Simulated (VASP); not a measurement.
Wanted: the native input for a VASP 6.6.1 run.

```
Task                   : single point
Functional             : PBEsol
Potentials or basis    : VASP PAW PBE potentials, release 64 (In_d, As)
Cutoff                 : 400 eV
k mesh                 : 6 × 6 × 4
Occupations            : fermi-dirac, width 0.05 eV
Spin                   : no spin polarisation
Dipole correction      : no
Further INCAR settings : ALGO = Normal; EDIFF = 1e-06; NBANDS = 26
```

The structure of InAs lies in POSCAR:

```
InAs
1.0
    3.0436690000      3.0436690000      0.0000000000
   -3.0436690000      3.0436690000      0.0000000000
    0.0000000000      0.0000000000      6.0873370000
In As
2 2
Direct
    0.0000000000      0.0000000000      0.0000000000
    0.5000000000      0.5000000000      0.5000000000
    0.5000000000      0.0000000000      0.2500000000
    0.0000000000      0.5000000000      0.7500000000
```

The input as run:

INCAR

```
SYSTEM = InAs
PREC = Accurate
ENCUT = 400
EDIFF = 1E-6
ISMEAR = -1
SIGMA = 0.05
LREAL = .FALSE.
LASPH = .TRUE.
NELM = 120
ALGO = Normal
ISIF = 2
LWAVE = .FALSE.
LCHARG = .TRUE.
GGA = PS
LELF = .TRUE.
LVHAR = .TRUE.
NBANDS = 26
GGA_COMPAT = .FALSE.
```

KPOINTS

```
regular mesh
0
G
  6 6 4
  0 0 0
```

Potentials or basis: VASP PAW PBE potentials, release 64 (In_d, As).

Launch:

```sh
$ cat potpaw_PBE.64/In_d/POTCAR potpaw_PBE.64/As/POTCAR > POTCAR
$ mpirun -np 1 vasp_std > vasp.out
```

It gave:

| Item | Value |
| --- | --- |
| Pressure | 0.1 GPa |
| Band gap on the k mesh | zero (filled and empty bands touch) |

Caveat: the PAW data sets were made with another functional, which shifts forces and pressure a little; spin-orbit coupling is left out, which moves the levels of the heavy elements.

Wall time 88 s on 1 thread of Intel Xeon 8259CL (shared host), peak memory 0.2 GiB.
